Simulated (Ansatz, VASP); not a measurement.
One calculation of AlN, two programs

The input POSCAR:

```
AlN
1.0
    3.1064902802      0.0000000000      0.0000000000
   -1.5532451401      2.6902994992      0.0000000000
    0.0000000000      0.0000000000      4.9780207988
Al N
2 2
Direct
    0.3333333333      0.6666666667     -0.0530823800
    0.6666666667      0.3333333333      0.4469176200
    0.3333333333      0.6666666667      0.4350823800
    0.6666666667      0.3333333333      0.9350823800
```

Contents of INCAR.step1:

```
PREC = Accurate
ENCUT = 520
ISMEAR = 0
SIGMA = 0.01
LREAL = False
LASPH = True
NELM = 60
NBANDS = 16
GGA = PE
ALGO = Normal
EDIFF = 1E-4
LWAVE = True
LCHARG = False
```

The input INCAR.step2:

```
PREC = Accurate
ENCUT = 520
EDIFF = 1E-6
ISMEAR = 0
SIGMA = 0.01
LREAL = False
LASPH = True
NELM = 60
ALGO = Normal
ISIF = 2
LWAVE = False
LCHARG = False
METAGGA = R2SCAN
LMIXTAU = True
NBANDS = 16
ISTART = 1
```

Contents of KPOINTS:

```
regular mesh
0
Gamma
  12 12 6
```

Input for Ansatz:

```yaml
crystal:
  lattice:
    - [3.1064902802, 0.0, 0.0]
    - [-1.5532451401, 2.6902994992, 0.0]
    - [0.0, 0.0, 4.9780207988]
  atoms:
    - { symbol: Al, position: [0.3333333333, 0.6666666667, -0.05308238] }
    - { symbol: Al, position: [0.6666666667, 0.3333333333, 0.44691762] }
    - { symbol: "N", position: [0.3333333333, 0.6666666667, 0.43508238] }
    - { symbol: "N", position: [0.6666666667, 0.3333333333, 0.93508238] }
basis:
  ecutwfc: 600.0
  xc_grid: 2
kpoints:
  mp_grid: { grid: [12, 12, 6] }
hamiltonian:
  xc: r2scan
  pseudopotentials: { kind: paw, azcp: { folder: soft_1 } }
scf:
  occupations: { method: fixed }
output:
  forces: true
  stress: true
  eigenvalues: true
  polarization: {}
```

Change from the starting cell: polar distortion scaled by 0.10.

Alike in both runs: task single point; functional r2SCAN; k mesh 12 × 12 × 6; no spin polarisation.

```csv
,VASP,Ansatz
version,VASP 6.6.1,Ansatz 0.2.0
potentials or method,"VASP PAW PBE potentials, release 64 (Al, N), cutoff 520 eV","scalar-relativistic, plane waves, PAW"
occupations,"gaussian, width 0.01 eV",fixed
valence electrons in the cell,16,16
```

VASP gave:

- gap on the k mesh at the Fermi level (eV): 3.36
- least direct gap on the mesh (eV): 3.36
- pressure (GPa): 8.4
- traceless stress, the component that is largest in VASP (GPa): -20.28
- rms of the force components (eV/Å): 0.218

Q: Which values does Ansatz return?

A: gap on the k mesh at the Fermi level (eV): 3.34; least direct gap on the mesh (eV): 3.34; pressure (GPa): 8.5; traceless stress, the component that is largest in VASP (GPa): -19.98; rms of the force components (eV/Å): 0.215.

VASP's potentials were made for PBE, not for r2SCAN. Atom by atom the forces differ by 0.003 eV/Å (rms over components).
